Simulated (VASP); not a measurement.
Set up this calculation in VASP 6.6.1, as the native input.

```yaml
Task: single point
Functional: PBEsol
Potentials_or_basis: VASP PAW PBE potentials, release 64 (Mg, O)
Cutoff: 520 eV
k_mesh: 12 × 12 × 12
Occupations: gaussian, width 0.05 eV
Spin: no spin polarisation
Dipole_correction: no
Further_INCAR_settings: ALGO = Normal; EDIFF = 1e-06; NBANDS = 14
```

The structure of MgO2 lies in POSCAR:

```
MgO2
1.0
    1.5245229652      0.8801837444      3.5813283468
   -1.5245229652      0.8801837444      3.5813283468
    0.0000000000     -1.7603674887      3.5813283468
Mg O
1 2
Direct
    0.0000000000      0.0000000000      0.0000000000
    0.4287860000      0.4287860000      0.4287860000
    0.5712140000      0.5712140000      0.5712140000
```

This cell differs from its parent crystal: strain -0.050 along x and y, +0.025 along z.

One way to write it, as run:

INCAR

```
SYSTEM = MgO2
  ALGO = Normal
  EDIFF = 1E-6
  ENCUT = 520
  GGA = PS
  ISIF = 2
  ISMEAR = 0
  LASPH = .TRUE.
  LCHARG = .TRUE.
  LELF = .TRUE.
  LREAL = .FALSE.
  LVHAR = .TRUE.
  LWAVE = .FALSE.
  NBANDS = 14
  NELM = 60
  PREC = Accurate
  SIGMA = 0.05
```

KPOINTS

```
k-points
0
G
  12 12 12
  0 0 0
```

Potentials or basis: VASP PAW PBE potentials, release 64 (Mg, O).

Run with:

```sh
$ cat potpaw_PBE.64/Mg/POTCAR potpaw_PBE.64/O/POTCAR > POTCAR
$ mpirun -np 1 vasp_std > vasp.out
```

Results of the run:

```yaml
Pressure: 2.1 GPa
Largest_force: 1.365 eV/Å
Band_gap_on_the_k_mesh: 1.51 eV, direct
```

Caveat: the cell differs from its parent crystal (strain -0.050 along x and y, +0.025 along z); the PAW data sets were made with another functional, which shifts forces and pressure a little.

Wall time 63 s on 1 thread of Intel(R) Xeon(R) 6975P-C (Granite Rapids), with other jobs on the host, peak memory 0.21 GiB.
